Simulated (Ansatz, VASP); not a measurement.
**TiAl: VASP beside Ansatz**

The input INCAR:

```
SYSTEM = TiAl
PREC     = Accurate       ! precision mode
ENCUT    = 520            ! plane-wave cutoff, eV
EDIFF    = 1E-7           ! SCF threshold, eV
ISMEAR   = 0              ! smearing method
SIGMA    = 0.15           ! smearing width, eV
LREAL    = .False.        ! projectors in reciprocal space
LASPH    = .True.         ! aspherical terms in the spheres
NELM     = 80             ! most SCF steps
ALGO     = Fast           ! electronic algorithm
ISIF     = 2              ! what is computed and relaxed
LWAVE    = .False.        ! write WAVECAR
LCHARG   = .True.         ! write CHGCAR
GGA      = PS             ! functional
LELF     = .True.         ! ELF
LVHAR    = .True.       
NBANDS   = 14             ! bands
```

Contents of KPOINTS:

```
Automatic mesh
0
Gamma
  24 24 14
  0 0 0
```

The input POSCAR:

```
TiAl
1.0
    2.8478212847      0.0000000000      0.0000000000
   -1.4239106423      2.4662855780      0.0000000000
    0.0000000000      0.0000000000      4.8047425290
Ti Al
1 1
Direct
    0.0000000000      0.0000000000      0.0000000000
    0.3333333333      0.6666666667      0.5000000000
```

Input for Ansatz:

```yaml
crystal:
  lattice:
    - [2.8478212847, 0.0, 0.0]
    - [-1.4239106423, 2.466285578, 0.0]
    - [0.0, 0.0, 4.804742529]
  atoms:
    - { symbol: Ti, position: [0.0, 0.0, 0.0] }
    - { symbol: Al, position: [0.3333333333, 0.6666666667, 0.5] }
basis:
  ecutwfc: 420
kpoints:
  mp_grid: { grid: [24, 24, 14] }
hamiltonian:
  xc: pbesol
scf:
  occupations: { method: gaussian, width: 0.15 }
output:
  forces: true
  stress: true
  eigenvalues: true
```

Change from the starting cell: strain +0.000 along x and y, +0.040 along z, atoms carried along.

Alike in both runs: task single point; functional PBEsol; k mesh 24 × 24 × 14; occupations gaussian, width 0.15 eV; no spin polarisation.

|  | VASP | Ansatz |
| --- | --- | --- |
| version | VASP 6.6.1 | Ansatz 0.2.0 |
| potentials or method | VASP PAW PBE potentials, release 64 (Ti_sv, Al), cutoff 520 eV | scalar-relativistic, plane waves, PAW |
| valence electrons in the cell | 15 | 15 |

|  | VASP | Ansatz | Ansatz less VASP |
| --- | --- | --- | --- |
| gap on the k mesh at the Fermi level (eV) | none | none | - |
| pressure (GPa) | -4.4 | -4.4 | 0.00 |
| traceless stress, the component that is largest in VASP (GPa) | -4.21 | -4.27 | -0.060 |

VASP's potentials were made for PBE, not for PBEsol. A gap of «none» marks a metal or a gap that the smearing closes.
